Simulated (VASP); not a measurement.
# Pt: single point with r2SCAN

The system is Pt.

```
CELL_PARAMETERS angstrom
0.00000 1.97009 1.97009
1.97009 0.00000 1.97009
1.97009 1.97009 0.00000
ATOMIC_POSITIONS crystal
Pt 0.00000 0.00000 0.00000
```

```yaml
Program: VASP 6.6.1
Task: single point
Functional: r2SCAN
Potentials_or_basis: VASP PAW PBE potentials, release 64 (Pt)
Cutoff: 520 eV
k_mesh: 18 × 18 × 18
Occupations: gaussian, width 0.1 eV
Spin: no spin polarisation
Dipole_correction: no
Further_INCAR_settings: ALGO = Normal; EDIFF = 1e-07; NBANDS = 11
```

```yaml
Pressure: 0.7 GPa
Band_gap_on_the_k_mesh: zero (band 5 reaches 11.26 eV, above the bottom of band 6 at 8.94 eV)
```

Levels at points of the mesh, in eV from the Fermi level:
```tsv
k point	band 1	band 2	band 3	band 4	band 5	band 6	band 7	band 8	band 9	band 10
(0.00, 0.00, 0.00)	-10.34	-3.83	-3.83	-3.83	-1.72	-1.72	15.52	20.61	20.61	20.61
(0.50, 0.00, 0.00)	-7.43	-3.93	-3.93	-0.25	0.02	0.02	6.05	15.16	19.86	19.86
(0.50, 0.50, 0.00)	-7.14	-6.72	-0.06	0.51	0.51	1.97	9.19	11.98	11.98	21.11
```

It took 41 s on 1 thread of Intel(R) Xeon(R) 6975P-C (Granite Rapids) (shared host), peak memory 0.17 GiB.

Caveat: the PAW data sets were made with another functional, which shifts forces and pressure a little; spin-orbit coupling is left out, which moves the levels of the heavy elements.
